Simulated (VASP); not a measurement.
A run of VASP 6.6.1 is set up as follows.

File INCAR:

```
PREC = Accurate ; ENCUT = 520
EDIFF = 1E-8 ; ISMEAR = -1
SIGMA = 0.02 ; LREAL = False
LASPH = True ; NELM = 80
ALGO = Normal ; ISIF = 2
LWAVE = False ; LCHARG = False
GGA = PS ; LEFG = True
ISYM = 0 ; NBANDS = 15
```

KPOINTS

```
Automatic mesh
0
Gamma
  7 7 7
```

Contents of POSCAR:

```
RbBr
1.0
    0.0000000000      3.4559503595      3.4559503595
    3.4559503595      0.0000000000      3.4559503595
    3.4559503595      3.4559503595      0.0000000000
Rb Br
1 1
Direct
    0.0000000000      0.0000000000      0.0000000000
    0.5000000000      0.5000000000      0.5000000000
```

Potentials or basis: VASP PAW PBE potentials, release 64 (Rb_sv, Br).

The run is started by

```bash
$ cat potpaw_PBE.64/Rb_sv/POTCAR potpaw_PBE.64/Br/POTCAR > POTCAR
$ mpirun -np 1 vasp_std > vasp.out
```

(1) What does it give for the pressure?

(2) Estimate the band gap on the k mesh.

## Answers

(1) -0.3 GPa.

(2) 4.16 eV, direct.

Caveat: without QUAD_EFG the Cq values of the log hold for a quadrupole moment of 1 mb, not for the nuclei; the PAW data sets were made with another functional, which shifts forces and pressure a little.
